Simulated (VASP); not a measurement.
# Ga2O3 (C2/m) in VASP: single point with PBE+D3(BJ)

Aim: the single point of Ga2O3 with PBE+D3(BJ).

All numbers are computed with VASP 6.6.1; they aren't measurements. Logs are shortened: lines on timing, memory, paths and dates and some standing lists are left out, and cuts for length are marked.

### 1 The cell of the first run

It takes space group C2/m (No. 12, monoclinic). The conventional cell has a = 12.354 Å, b = 3.067 Å, c = 5.849 Å, α = 90.00°, β = 103.70°, γ = 90.00°. Within 2.5 Å of Ga (site symmetry m) lie 4 O at 1.85 to 1.88 Å. Within 2.6 Å of Ga (site symmetry m) lie 6 O at 1.96 to 2.09 Å. O (site symmetry m) has 3 Ga at 1.85 to 1.96 Å within 2.5 Å. O (site symmetry m) has 4 Ga at 1.88 to 2.09 Å within 2.5 Å. Within 2.5 Å of O (site symmetry m) lie 3 Ga at 1.85 to 1.96 Å.

### 2 Single point, PBE+D3(BJ)

File INCAR:

```
PREC = Accurate
ENCUT = 520
EDIFF = 1E-6
ISMEAR = 0
SIGMA = 0.02
LREAL = F
LASPH = T
NELM = 100
ALGO = Normal
ISIF = 2
LWAVE = F
LCHARG = T
GGA = PE
IVDW = 12
LELF = T
LVHAR = T
NBANDS = 55
```

File KPOINTS:

```
regular mesh
0
Gamma
  10 10 6
```

File POSCAR:

```
Ga2O3
1.0
    6.1769752225     -1.5335998513      0.0091774614
    6.1769752225      1.5335998513      0.0091774614
   -1.3934284464      0.0000000000      5.6802457836
Ga O
4 6
Direct
    0.0904577134      0.0904577134      0.7951447690
    0.9095422866      0.9095422866      0.2048552310
    0.6588403019      0.6588403019      0.3137656962
    0.3411596981      0.3411596981      0.6862343038
    0.1655497310      0.1655497310      0.1089820409
    0.8344502690      0.8344502690      0.8910179591
    0.1731645043      0.1731645043      0.5628174393
    0.8268354957      0.8268354957      0.4371825607
    0.4962237997      0.4962237997      0.2556412444
    0.5037762003      0.5037762003      0.7443587556
```

Potentials or basis: VASP PAW PBE potentials, release 64 (Ga_d, O).

Command:

```console
$ cat potpaw_PBE.64/Ga_d/POTCAR potpaw_PBE.64/O/POTCAR > POTCAR
$ mpirun -np 1 vasp_std > vasp.out
```

OUTCAR:

```text
PREC = Accurate
   ENCUT = 520
   EDIFF = 1E-6
   ISMEAR = 0
   LREAL = F
   LASPH = T
   NELM = 100
   ISIF = 2
   GGA = PE
   IVDW = 12
 IVDW          = 12

 ion  position               nearest neighbor table
   1  0.090  0.090  0.795-   5 1.85  10 1.85  10 1.85   7 1.88
   2  0.910  0.910  0.205-   6 1.85   9 1.85   9 1.85   8 1.88
   3  0.659  0.659  0.314-   9 1.96   5 1.96   5 1.96   8 2.03   7 2.09   7 2.09
   4  0.341  0.341  0.686-  10 1.96   6 1.96   6 1.96   7 2.03   8 2.09   8 2.09
   5  0.166  0.166  0.109-   1 1.85   3 1.96   3 1.96
   6  0.834  0.834  0.891-   2 1.85   4 1.96   4 1.96
   7  0.173  0.173  0.563-   1 1.88   4 2.03   3 2.09   3 2.09
   8  0.827  0.827  0.437-   2 1.88   3 2.03   4 2.09   4 2.09
   9  0.496  0.496  0.256-   2 1.85   2 1.85   3 1.96
  10  0.504  0.504  0.744-   1 1.85   1 1.85   4 1.96

  LATTYP: Found a base centered monoclinic cell.
 ALAT       =    12.3539640804
 B/A-ratio  =     0.2482765599
 C/A-ratio  =     0.4734238273
 COS(beta)  =    -0.2368041991

  Lattice vectors:

 A1 = (   6.1769752225,  -1.5335998513,   0.0091774614)
 A2 = (   6.1769752225,   1.5335998513,   0.0091774614)
 A3 = (  -1.3934284464,   0.0000000000,   5.6802457836)

Analysis of symmetry for initial positions (statically):
=====================================================================
 Subroutine PRICEL returns:
 Original cell was already a primitive cell.

 Routine SETGRP: Setting up the symmetry group for a
 base centered monoclinic supercell.

 Subroutine GETGRP returns: Found  4 space group operations
 (whereof  4 operations were pure point group operations)
 out of a pool of  4 trial point group operations.

The static configuration has the point symmetry C_2h.

Analysis of symmetry for dynamics (positions and initial velocities):
=====================================================================
 Subroutine PRICEL returns:
 Original cell was already a primitive cell.

 Routine SETGRP: Setting up the symmetry group for a
 base centered monoclinic supercell.

 Subroutine GETGRP returns: Found  4 space group operations
 (whereof  4 operations were pure point group operations)
 out of a pool of  4 trial point group operations.

The dynamic configuration has the point symmetry C_2h.

 Subroutine INISYM returns: Found  4 space group operations
 (whereof  4 operations are pure point group operations),
 and found     1 'primitive' translations

----------------------------------------------------------------------------------------

                                     Primitive cell

  volume of cell :     107.6573

  direct lattice vectors                    reciprocal lattice vectors
     6.176975223 -1.533599851  0.009177461     0.080916276 -0.326030287  0.019849676
     6.176975223  1.533599851  0.009177461     0.080916276  0.326030287  0.019849676
    -1.393428446  0.000000000  5.680245784    -0.000261470  0.000000000  0.175984579

  length of vectors
     6.364513778  6.364513778  5.848660958     0.336507357  0.336507357  0.175984773

  position of ions in fractional coordinates (direct lattice)
     0.090457713  0.090457713  0.795144769
     0.909542287  0.909542287  0.204855231
     0.658840302  0.658840302  0.313765696
     0.341159698  0.341159698  0.686234304
     0.165549731  0.165549731  0.108982041
     0.834450269  0.834450269  0.891017959
     0.173164504  0.173164504  0.562817439
     0.826835496  0.826835496  0.437182561
     0.496223800  0.496223800  0.255641244
     0.503776200  0.503776200  0.744358756

  ion indices of the primitive-cell ions
   primitive index   ion index
                 1           1
                 2           2
                 3           3
                 4           4
                 5           5
                 6           6
                 7           7
                 8           8
                 9           9
                10          10

----------------------------------------------------------------------------------------

 KPOINTS: regular mesh

Automatic generation of k-mesh.
 Grid dimensions read from file:
 generate k-points for:   10   10    6

 Generating k-lattice:

  Cartesian coordinates                     Fractional coordinates (reciprocal lattice)
     0.008091628 -0.032603029  0.001984968     0.100000000 -0.000000000 -0.000000000
     0.008091628  0.032603029  0.001984968    -0.000000000  0.100000000 -0.000000000
    -0.000043578  0.000000000  0.029330763     0.000000000  0.000000000  0.166666667

  Length of vectors
     0.033650736  0.033650736  0.029330795

  Shift w.r.t. Gamma in fractional coordinates (k-lattice)
     0.000000000  0.000000000  0.000000000

 Subroutine IBZKPT returns following result:
 ===========================================

 Found    172 irreducible k-points:

 Following reciprocal coordinates:
            Coordinates               Weight
  0.000000  0.000000  0.000000      1.000000
  0.100000 -0.000000  0.000000      4.000000
  0.200000 -0.000000  0.000000      4.000000
  0.300000 -0.000000  0.000000      4.000000
  0.400000 -0.000000  0.000000      4.000000
  0.500000 -0.000000 -0.000000      2.000000
[... 16 lines left out ...]
  0.300000  0.300000  0.000000      2.000000
  0.400000  0.300000  0.000000      4.000000
 [... further k-points ...]
   k-points           NKPTS =    172   k-points in BZ     NKDIM =    172   number of bands    NBANDS=     55
   number of dos      NEDOS =    301   number of ions     NIONS =     10
   total plane-waves  NPLWV = 110592
   dimension x,y,z NGX =    48 NGY =   48 NGZ =   48
   dimension x,y,z NGXF=    96 NGYF=   96 NGZF=   96
   ions per type =               4   6
   NGX,Y,Z   is equivalent  to a cutoff of  12.54, 12.54, 13.64 a.u.
   NGXF,Y,Z  is equivalent  to a cutoff of  25.08, 25.08, 27.29 a.u.
 SYSTEM =  unknown system
   PREC   = accura    normal or accurate (medium, high low for compatibility)
   ISTART =      0    job   : 0-new  1-cont  2-samecut
   ICHARG =      2    charge: 1-file 2-atom 10-const
   ISPIN  =      1    spin polarized calculation?
   LNONCOLLINEAR =      F non collinear calculations
   LSORBIT =      F    spin-orbit coupling
   LASPH  =      T    aspherical Exc in radial PAW
   ENCUT  =  520.0 eV  38.22 Ry    6.18 a.u.  11.83 11.83 10.87*2*pi/ulx,y,z
   NELM   =    100;   NELMIN=  2; NELMDL= -5     # of ELM steps
   EDIFF  = 0.1E-05   stopping-criterion for ELM
   LREAL  =      F    real-space projection
   EDIFFG = 0.1E-04   stopping-criterion for IOM
   NSW    =      0    number of steps for IOM
   IBRION =     -1    ionic relax: 0-MD 1-quasi-New 2-CG
   NFREE  =      0    steps in history (QN), initial steepest desc. (CG)
   ISIF   =      2    stress and relaxation
   ISYM   =      2    0-nonsym 1-usesym 2-fastsym
   POTIM  = 0.5000    time-step for ionic-motion
   TEBEG  =    0.0;   TEEND  =   0.0 temperature during run
   PSTRESS=    0.0 pullay stress
   NELECT =      88.0000    total number of electrons
   NUPDOWN=      -1.0000    fix difference up-down
   EMIN   =  10.00;   EMAX   =-10.00  energy-range for DOS
   EFERMI =   0.00;   METHOD = LEGACY
   ISMEAR =     0;   SIGMA  =   0.02  broadening in eV -4-tet -1-fermi 0-gaus
   EFERMI_NEDOS =   21; number of points for ismear=-14 and -15
   IALGO  =     38    algorithm
   IMIX   =      4    mixing-type and parameters
     AMIX     =   0.40;   BMIX     =  1.00
     AMIX_MAG =   1.60;   BMIX_MAG =  1.00
  volume/ion in A,a.u.               =      10.77        72.65
  Fermi-wavevector in a.u.,A,eV,Ry     =   1.530693  2.892589 31.878716  2.343020
  Thomas-Fermi vector in A             =   2.638140
   LORBIT       =      0    0 simple, 1 ext, 2 COOP (PROOUT), +10 PAW based schemes
   GGA     = PE    functional components
   LHFCALC =     F    Hartree Fock is set to
   AEXX    =    0.0000 exact exchange contribution
   IVDW    =    12    specifies the selected vdW correction
   LEPSILON=     F    determine dielectric tensor
   LRPA    =     F    only Hartree local field effects (RPA)
 non-spin polarized calculation
 Gauss-broadening in eV      SIGMA  =   0.02
  energy-cutoff  :      520.00
  volume of cell :      107.66
 maximum number of plane-waves:      2920
   NGX = 23   NGY = 23   NGZ = 21

 number of electron      88.0000000 magnetization

 Free energy of the ion-electron system (eV)
  ---------------------------------------------------
  ext. energy  EPLUGINS =         0.00000000
  ---------------------------------------------------
  free energy    TOTEN  =       -59.65080685 eV

  energy without entropy =      -59.65080685  energy(sigma->0) =      -59.65080685

 E-fermi :   3.7482     XC(G=0): -11.4787

 val. band max:        3.6152368646   @ k =   0.5000   0.4000   0.5000
 cond. band min:       5.7479395723   @ k =   0.0000   0.0000   0.0000
 fundamental gap:      2.1327027077
 Fermi energy:         3.7481865361

 k-point     1 :       0.0000    0.0000    0.0000
  band No.  band energies     occupation
      1     -15.1287      2.00000
      2     -14.0213      2.00000
      3     -13.9964      2.00000
      4     -13.8847      2.00000
      5     -13.4375      2.00000
      6     -13.4296      2.00000
[... 47 lines left out ...]
     54      15.7283      0.00000
     55      15.9551      0.00000

 k-point     2 :       0.1000   -0.0000    0.0000
  band No.  band energies     occupation
      1     -15.0540      2.00000
      2     -14.0029      2.00000
      3     -13.9906      2.00000
      4     -13.8315      2.00000
      5     -13.4400      2.00000
      6     -13.4299      2.00000
[... 47 lines left out ...]
     54      15.0885      0.00000
     55      15.3611      0.00000
[... 1216 lines left out ...]
     54      15.6251      0.00000
     55      15.7986      0.00000

 k-point    24 :       0.4000    0.3000    0.0000
  band No.  band energies     occupation
      1     -14.8610      2.00000
      2     -14.4189      2.00000
      3     -13.9765      2.00000
      4     -13.6454      2.00000
      5     -13.4454      2.00000
      6     -13.4299      2.00000
[... 47 lines left out ...]
     54      14.7595      0.00000
     55      15.9845      0.00000

 [... further k-points ...]

------------------------ aborting loop because EDIFF is reached ----------------------------------------

 Edisp (eV)   -1.94351

 E8    (eV) :    -0.7625

  FORCE on cell =-STRESS in cart. coord.  units (eV):
  Direction    XX          YY          ZZ          XY          YZ          ZX
  --------------------------------------------------------------------------------------
  -------------------------------------------------------------------------------------
  Total       0.33713     0.44493     0.34466     0.00000     0.00000     0.01972
  in kB       5.01728     6.62149     5.12927     0.00000     0.00000     0.29354
  external pressure =        5.59 kB  Pullay stress =        0.00 kB

 VOLUME and BASIS-vectors are now :
 -----------------------------------------------------------------------------
  energy-cutoff  :      520.00
  volume of cell :      107.66
      direct lattice vectors                 reciprocal lattice vectors
     6.176975223 -1.533599851  0.009177461     0.080916276 -0.326030287  0.019849676
     6.176975223  1.533599851  0.009177461     0.080916276  0.326030287  0.019849676
    -1.393428446  0.000000000  5.680245784    -0.000261470  0.000000000  0.175984579

 POSITION                                       TOTAL-FORCE (eV/Angst)
 -----------------------------------------------------------------------------------
      0.00953      0.00000      4.51828         0.004460      0.000000      0.006629
     10.95099      0.00000      1.18032        -0.004460      0.000000     -0.006629
      7.70207      0.00000      1.79436        -0.010273      0.000000     -0.004427
      3.25845      0.00000      3.90424         0.010273      0.000000      0.004427
      1.89333      0.00000      0.62208         0.021019      0.000000     -0.017885
      9.06719      0.00000      5.07652        -0.021019      0.000000      0.017885
      1.35502      0.00000      3.20012        -0.012477      0.000000     -0.000418
      9.60550      0.00000      2.49848         0.012477      0.000000      0.000418
      5.77411      0.00000      1.46121         0.002286      0.000000      0.005247
      5.18642      0.00000      4.23739        -0.002286      0.000000     -0.005247
 -----------------------------------------------------------------------------------
    total drift:                                0.000000      0.000000     -0.000000

  FREE ENERGIE OF THE ION-ELECTRON SYSTEM (eV)
  ---------------------------------------------------
  free  energy   TOTEN  =       -61.5943214141 eV

  energy  without entropy=      -61.5943214141  energy(sigma->0) =      -61.59432141
```

Wall time 46 min (1 thread of Oxide Virtual Turin-like, shared host); peak memory 0.81 GiB.

What came out:

```yaml
Free_energy: -61.5943 eV
Pressure: 0.6 GPa
Largest_force: 0.028 eV/Å
Band_gap_on_the_k_mesh: 2.13 eV (least direct gap 2.16 eV)
Dispersion_energy_per_atom: -0.194 eV
```

Forces in eV/Å, atoms in the order of the input:
```
Ga   0.004  0.000  0.007
Ga  -0.004  0.000 -0.007
Ga  -0.010  0.000 -0.004
Ga   0.010  0.000  0.004
O    0.021  0.000 -0.018
O   -0.021  0.000  0.018
O   -0.012  0.000  0.000
O    0.012  0.000  0.000
O    0.002  0.000  0.005
O   -0.002  0.000 -0.005
```

A k mesh can miss the band edges.
